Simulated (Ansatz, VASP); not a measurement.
GaP in VASP and in Ansatz

INCAR

```
PREC = Accurate ; ENCUT = 520
EDIFF = 1E-7 ; ISMEAR = 0
SIGMA = 0.05 ; LREAL = F
LASPH = T ; NELM = 100
ALGO = Normal ; ISIF = 2
LWAVE = F ; LCHARG = F
GGA = PE ; NBANDS = 16
```

KPOINTS

```
regular mesh
0
Gamma
  8 8 8
```

Contents of POSCAR:

```
GaP
1.0
    0.0000000000      2.6162400000      2.8342600000
    2.6162400000      0.0000000000      2.8342600000
    2.6162400000      2.6162400000      0.0000000000
Ga P
1 1
Direct
    0.0000000000      0.0000000000      0.0000000000
    0.7500000000      0.7500000000      0.7500000000
```

Input for Ansatz:

```yaml
crystal:
  lattice:
    - [0.0, 2.61624, 2.83426]
    - [2.61624, 0.0, 2.83426]
    - [2.61624, 2.61624, 0.0]
  atoms:
    - { symbol: Ga, position: [0.0, 0.0, 0.0] }
    - { symbol: P, position: [0.75, 0.75, 0.75] }
basis:
  ecutwfc: 420
kpoints:
  mp_grid: { grid: [8, 8, 8] }
hamiltonian:
  xc: pbe
scf:
  occupations: { method: gaussian, width: 0.05 }
output:
  forces: true
  stress: true
  eigenvalues: true
```

Change from the starting cell: strain -0.040 along x and y, +0.040 along z, atoms carried along.

Alike in both runs: task single point; functional PBE; k mesh 8 × 8 × 8; occupations gaussian, width 0.05 eV; no spin polarisation.

|  | VASP | Ansatz |
| --- | --- | --- |
| version | VASP 6.6.1 | Ansatz 0.2.0 |
| potentials or method | VASP PAW PBE potentials, release 64 (Ga_d, P), cutoff 520 eV | scalar-relativistic, plane waves, PAW |
| valence electrons in the cell | 18 | 18 |

VASP gave:

* gap on the k mesh at the Fermi level (eV): 1.17
* least direct gap on the mesh (eV): 1.95
* pressure (GPa): 6.4
* traceless stress, the component that is largest in VASP (GPa): -4.56

Problem. What did Ansatz give for the same quantities?

Solution. gap on the k mesh at the Fermi level (eV): 1.17; least direct gap on the mesh (eV): 1.95; pressure (GPa): 6.4; traceless stress, the component that is largest in VASP (GPa): -4.55.

The functional is the same, so the differences come from potentials, cutoffs and numerics.
